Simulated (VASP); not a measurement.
**Mg: single point with PBEsol**

The system is Mg.

```
CELL_PARAMETERS angstrom
2.88509 0.00000 0.00000
-1.44255 2.49856 0.00000
0.00000 0.00000 4.69932
ATOMIC_POSITIONS crystal
Mg 0.33333 0.66667 0.25000
Mg 0.66667 0.33333 0.75000
```

* Program: VASP 6.6.1
* Task: single point
* Functional: PBEsol
* Potentials or basis: VASP PAW PBE potentials, release 64 (Mg)
* Cutoff: 520 eV
* k mesh: 9 × 9 × 4
* Occupations: gaussian, width 0.1 eV
* Spin: no spin polarisation

* Pressure: 18.8 GPa
* Band gap on the k mesh: zero (band 2 reaches 5.32 eV, above the bottom of band 3 at 3.12 eV)

Stress tensor (GPa, compression positive):
```
18.88  0.00  0.00
 0.00 18.88  0.00
 0.00  0.00 18.78
```

Levels at points of the mesh, in eV from the Fermi level:
| k point | band 1 | band 2 | band 3 | band 4 | band 5 | band 6 | band 7 |
| --- | --- | --- | --- | --- | --- | --- | --- |
| (0.00, 0.00, 0.00) | -8.18 | -2.06 | -1.10 | 12.99 | 12.99 | 13.79 | 13.79 |
| (0.00, 0.00, 0.50) | -6.49 | -6.49 | 6.10 | 6.10 | 13.76 | 13.76 | 13.76 |

It took 5.5 s on 1 thread of Intel(R) Xeon(R) Platinum 8488C (Sapphire Rapids) (shared host), peak memory 0.15 GiB.

Caveat: the PAW data sets were made with another functional, which shifts forces and pressure a little.
